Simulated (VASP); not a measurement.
# C (Fd-3m) in VASP: further runs

Aim: see how the results for C move with the level of theory and the settings. Levels: PBEsol, HSE06. Tasks: relaxation of cell and atoms, single point.

Program: VASP 6.6.1. These are calculated values, not measurements. Logs are shortened: lines on timing, memory, paths and dates and some standing lists are left out, and cuts for length are marked.

## 1. The cell of the first run

It takes space group Fd-3m (No. 227, cubic). The conventional cell has a = 3.567 Å, b = 3.567 Å, c = 3.567 Å, α = 90.00°, β = 90.00°, γ = 90.00°. Within 2.1 Å of C (site symmetry -43m) lie 4 C at 1.54 Å.

## 2. Relaxation of cell and atoms, PBEsol, target pressure 30 GPa, at which the enthalpy is minimised

Input file INCAR:

```
PREC     = Accurate       # precision mode
ENCUT    = 600            # plane-wave cutoff, eV
EDIFF    = 1E-6           # SCF threshold, eV
ISMEAR   = -1             # smearing method
SIGMA    = 0.05           # smearing width, eV
LREAL    = F              # projectors in reciprocal space
LASPH    = T              # aspherical terms in the spheres
NELM     = 60             # most SCF steps
ALGO     = Normal         # electronic algorithm
ISIF     = 3              # what is computed and relaxed
LWAVE    = F              # write WAVECAR
LCHARG   = F              # write CHGCAR
GGA      = PS             # functional
IBRION   = 2              # ionic algorithm
NSW      = 60             # ionic steps
EDIFFG   = -0.01          # ionic threshold
PSTRESS  = 300.0
```

Input file KPOINTS:

```
Automatic mesh
0
Gamma
  13 13 13
```

Input file POSCAR:

```
C
1.0
    0.0000000000      1.7833700000      1.7833700000
    1.7833700000      0.0000000000      1.7833700000
    1.7833700000      1.7833700000      0.0000000000
C
2
Direct
    0.7500000000      0.7500000000      0.7500000000
    0.5000000000      0.5000000000      0.5000000000
```

Potentials or basis: VASP PAW PBE potentials, release 64 (C).

The run is started by

```sh
cat potpaw_PBE.64/C/POTCAR > POTCAR
mpirun -np 1 vasp_std > vasp.out
```

OUTCAR:

```text
PREC = Accurate
   ENCUT = 600
   EDIFF = 1E-6
   ISMEAR = -1
   LREAL = F
   LASPH = T
   NELM = 60
   ISIF = 3
   GGA = PS
   IBRION = 2
   NSW = 60
   EDIFFG = -0.01
   PSTRESS = 300.0

 ion  position               nearest neighbor table
   1  0.750  0.750  0.750-   2 1.54   2 1.54   2 1.54   2 1.54
   2  0.500  0.500  0.500-   1 1.54   1 1.54   1 1.54   1 1.54

  LATTYP: Found a face centered cubic cell.
 ALAT       =     3.5667400000

  Lattice vectors:

 A1 = (   0.0000000000,   1.7833700000,   1.7833700000)
 A2 = (   1.7833700000,   0.0000000000,   1.7833700000)
 A3 = (   1.7833700000,   1.7833700000,   0.0000000000)

Analysis of symmetry for initial positions (statically):
=====================================================================
 Subroutine PRICEL returns:
 Original cell was already a primitive cell.

 Routine SETGRP: Setting up the symmetry group for a
 face centered cubic supercell.

 Subroutine GETGRP returns: Found 48 space group operations
 (whereof 24 operations were pure point group operations)
 out of a pool of 48 trial point group operations.

The static configuration has the point symmetry T_d .
 The point group associated with its full space group is O_h .

Analysis of symmetry for dynamics (positions and initial velocities):
=====================================================================
 Subroutine PRICEL returns:
 Original cell was already a primitive cell.

 Routine SETGRP: Setting up the symmetry group for a
 face centered cubic supercell.

 Subroutine GETGRP returns: Found 48 space group operations
 (whereof 24 operations were pure point group operations)
 out of a pool of 48 trial point group operations.

The dynamic configuration has the point symmetry T_d .
 The point group associated with its full space group is O_h .

 Subroutine INISYM returns: Found 48 space group operations
 (whereof 24 operations are pure point group operations),
 and found     1 'primitive' translations

----------------------------------------------------------------------------------------

                                     Primitive cell

  volume of cell :      11.3437

  direct lattice vectors                    reciprocal lattice vectors
     0.000000000  1.783370000  1.783370000    -0.280368067  0.280368067  0.280368067
     1.783370000  0.000000000  1.783370000     0.280368067 -0.280368067  0.280368067
     1.783370000  1.783370000  0.000000000     0.280368067  0.280368067 -0.280368067

  length of vectors
[... 90 lines left out ...]
   POTIM  = 0.5000    time-step for ionic-motion
   TEBEG  =    0.0;   TEEND  =   0.0 temperature during run
   PSTRESS=  300.0 pullay stress
   NELECT =       8.0000    total number of electrons
   NUPDOWN=      -1.0000    fix difference up-down
   EMIN   =  10.00;   EMAX   =-10.00  energy-range for DOS
   EFERMI =   0.00;   METHOD = LEGACY
   ISMEAR =    -1;   SIGMA  =   0.05  broadening in eV -4-tet -1-fermi 0-gaus
   EFERMI_NEDOS =   21; number of points for ismear=-14 and -15
   IALGO  =     38    algorithm
   IMIX   =      4    mixing-type and parameters
     AMIX     =   0.40;   BMIX     =  1.00
     AMIX_MAG =   1.60;   BMIX_MAG =  1.00
  volume/ion in A,a.u.               =       5.67        38.28
  Fermi-wavevector in a.u.,A,eV,Ry     =   1.457203  2.753714 28.891161  2.123440
  Thomas-Fermi vector in A             =   2.574032
   LORBIT       =      0    0 simple, 1 ext, 2 COOP (PROOUT), +10 PAW based schemes
   GGA     = PS    functional components
   LHFCALC =     F    Hartree Fock is set to
   AEXX    =    0.0000 exact exchange contribution
   IVDW    =     0    specifies the selected vdW correction
   LEPSILON=     F    determine dielectric tensor
   LRPA    =     F    only Hartree local field effects (RPA)
 conjugate gradient relaxation of ions
 non-spin polarized calculation
  energy-cutoff  :      600.00
  volume of cell :       11.34
 maximum number of plane-waves:       388
   NGX =  9   NGY =  9   NGZ =  9

--------------------------------------- Ionic step        1  -------------------------------------------

 number of electron       7.9999999 magnetization

 Free energy of the ion-electron system (eV)
  ---------------------------------------------------
  ext. energy  EPLUGINS =         0.00000000
  ---------------------------------------------------
  free energy    TOTEN  =       -19.25323146 eV

  energy without entropy =      -19.25323146  energy(sigma->0) =      -19.25323146

------------------------ aborting loop because EDIFF is reached ----------------------------------------

  FORCE on cell =-STRESS in cart. coord.  units (eV):
  Direction    XX          YY          ZZ          XY          YZ          ZX
  --------------------------------------------------------------------------------------
  -------------------------------------------------------------------------------------
  Total       -0.3118501     -0.3118501     -0.3118501     -0.0000000     -0.0000000      0.0000000
  in kB      -44.0455620    -44.0455620    -44.0455620     -0.0000000     -0.0000000      0.0000000
  external PRESSURE =    -344.0455620 kB  Pullay stress =     300.0000000 kB
[... 101 lines left out ...]
--------------------------------------- Ionic step        4  -------------------------------------------

 number of electron       7.9999999 magnetization

 Free energy of the ion-electron system (eV)
  ---------------------------------------------------
  ext. energy  EPLUGINS =         0.00000000
  ---------------------------------------------------
  free energy    TOTEN  =       -19.19697114 eV

  energy without entropy =      -19.19697114  energy(sigma->0) =      -19.19697114

 E-fermi :  11.6109     XC(G=0): -13.7790

 val. band max:       10.7400756185   @ k =   0.0000   0.0000   0.0000
 cond. band min:      14.9078560003   @ k =   0.3846   0.3846   0.0000
 fundamental gap:      4.1677803818
 Fermi energy:        11.6108688116

 k-point     1 :       0.0000    0.0000    0.0000
  band No.  band energies     occupation
      1     -11.7392      2.00000
      2      10.7401      2.00000
      3      10.7401      2.00000
      4      10.7401      2.00000
      5      16.4715      0.00000
      6      16.4715      0.00000
      7      16.4715      0.00000
      8      25.7280      0.00000
[... 243 lines left out ...]
 k-point    24 :       0.4615    0.1538    0.0000
  band No.  band energies     occupation
      1      -6.4279      2.00000
      2      -1.1323      2.00000
      3       6.0631      2.00000
      4       6.5416      2.00000
      5      17.9763      0.00000
      6      21.7478      0.00000
      7      22.4941      0.00000
      8      25.2046      0.00000

 [... further k-points ...]
[... 5 lines left out ...]
  --------------------------------------------------------------------------------------
  -------------------------------------------------------------------------------------
  Total        1.9730452      1.9730452      1.9730452     -0.0000000     -0.0000000      0.0000000
  in kB      298.7553114    298.7553114    298.7553114     -0.0000000     -0.0000000      0.0000000
  external PRESSURE =      -1.2446886 kB  Pullay stress =     300.0000000 kB
[... 21 lines left out ...]
  energy  without entropy=      -19.1969711353  energy(sigma->0) =      -19.19697114

  enthalpy is  TOTEN    =       -17.2157057248 eV   P V=        1.9812654105

 reached required accuracy - stopping structural energy minimisation
```

OSZICAR:

```text
N       E                     dE             d eps       ncg     rms          rms(c)
DAV:   1     0.583028615013E+00    0.58303E+00   -0.55436E+03  1400   0.108E+03
DAV:   2    -0.197976053877E+02   -0.20381E+02   -0.19553E+02  2224   0.122E+02
DAV:   3    -0.199148353957E+02   -0.11723E+00   -0.11723E+00  1400   0.121E+01
DAV:   4    -0.199150073659E+02   -0.17197E-03   -0.17197E-03  1904   0.482E-01
[... 25 lines left out ...]
       N       E                     dE             d eps       ncg     rms          rms(c)
DAV:   1    -0.191969896452E+02    0.39174E-02   -0.12612E-03  1528   0.377E-01    0.334E-02
DAV:   2    -0.191969760735E+02    0.13572E-04   -0.11852E-05  1440   0.342E-02    0.172E-02
DAV:   3    -0.191969710997E+02    0.49738E-05   -0.11483E-05  1456   0.273E-02    0.265E-03
DAV:   4    -0.191969711354E+02   -0.35648E-07   -0.22595E-08   672   0.214E-03
   4 F= -.17215706E+02 E0= -.17215706E+02  d E =-.865257E-01
```

CONTCAR:

```text
C
   1.00000000000000
     0.0000000000000000    1.7424781056371046    1.7424781056371046
     1.7424781056371046   -0.0000000000000000    1.7424781056371046
     1.7424781056371046    1.7424781056371046   -0.0000000000000000
  C
     2
Direct
     0.7500000000000000    0.7500000000000000    0.7500000000000000
     0.5000000000000000    0.5000000000000000    0.5000000000000000

  0.00000000E+00  0.00000000E+00  0.00000000E+00
  0.00000000E+00  0.00000000E+00  0.00000000E+00
```

Wall time 10 s (1 thread of AMD EPYC 9R45 (Zen 5), shared host); peak memory 0.09 GiB.

Results:

```yaml
Free_energy: -19.1970 eV
Relaxed_volume: 5.29 Å³/atom
Relaxed_cell: a = 2.464 Å, b = 2.464 Å, c = 2.464 Å, α = 60.00°, β = 60.00°, γ = 60.00°
Space_group_after_relaxing_to_0.05_Å: Fd-3m (No. 227)
Energy_change_on_relaxing_the_enthalpy_is_what_falls: +28.1 meV/atom
Ionic_steps: 4
Pressure_after_relaxing: 29.9 GPa
Band_gap_on_the_k_mesh: 4.17 eV, indirect (least direct gap 5.73 eV)
```

Step by step:
```tsv
step	energy change (eV)	largest force (eV/Å)	pressure (GPa)	volume (Å³)
1	0.0000	0.0000	-4.40	11.34
2	0.5087	0.0000	105.39	9.46
3	0.0523	0.0000	28.76	10.60
4	0.0563	0.0000	29.88	10.58
```

Final structure:
```xyz
2
Lattice="0.0000 1.7425 1.7425 1.7425 0.0000 1.7425 1.7425 1.7425 0.0000" Properties=species:S:1:pos:R:3 pbc="T T T"
C     2.6137    2.6137    2.6137
C     1.7425    1.7425    1.7425
```

Levels at points of the mesh, in eV from the valence-band top:
| k point | band 2 | band 3 | band 4 | band 5 | band 6 | band 7 |
| --- | --- | --- | --- | --- | --- | --- |
| (0.00, 0.00, 0.00) | 0.00 | 0.00 | 0.00 | 5.73 | 5.73 | 5.73 |

Caveat: the cell is relaxed towards a set pressure, so the enthalpy falls and the energy may rise; the PAW data sets were made with another functional, which shifts forces and pressure a little.

## 3. Single point, HSE06

POSCAR is that of step 2.

Input file INCAR.step1:

```
ALGO = Normal
EDIFF = 1E-5
ENCUT = 520
GGA = PE
ISIF = 2
ISMEAR = -1
LASPH = T
LCHARG = F
LREAL = F
LWAVE = T
NBANDS = 11
NELM = 100
PREC = Accurate
SIGMA = 0.05
```

Input file INCAR.step2:

```
ALGO = Normal
EDIFF = 1E-6
ENCUT = 520
GGA = PE
HFSCREEN = 0.2079
ISIF = 2
ISMEAR = -1
ISTART = 1
LASPH = T
LCHARG = F
LHFCALC = T
LREAL = F
LWAVE = F
NBANDS = 11
NELM = 100
PREC = Accurate
PRECFOCK = Normal
SIGMA = 0.05
```

Input file KPOINTS:

```
k-points
0
Gamma
  7 7 7
```

Potentials or basis: VASP PAW PBE potentials, release 64 (C).

The run is started by

```sh
cat potpaw_PBE.64/C/POTCAR > POTCAR
cp INCAR.step1 INCAR
mpirun -np 1 vasp_std > vasp.out
cp INCAR.step2 INCAR
mpirun -np 1 vasp_std > vasp.out
```

Wall time 3.4 min (1 thread of AMD EPYC 9R45 (Zen 5), shared host); peak memory 0.18 GiB.

Results (log left out):

```yaml
Free_energy: -21.0468 eV
Pressure: -7.3 GPa
Band_gap_on_the_k_mesh: 5.40 eV, indirect (least direct gap 6.97 eV)
```

Levels at points of the mesh, in eV from the valence-band top:
| k point | band 1 | band 2 | band 3 | band 4 | band 5 | band 6 | band 7 | band 8 |
| --- | --- | --- | --- | --- | --- | --- | --- | --- |
| (0.00, 0.00, 0.00) | -23.54 | 0.00 | 0.00 | 0.00 | 6.97 | 6.97 | 6.97 | 15.26 |

Caveat: the k points lie up to 0.44 Å⁻¹ apart; the PAW data sets were made with another functional, which shifts forces and pressure a little. A k mesh can miss the band edges.
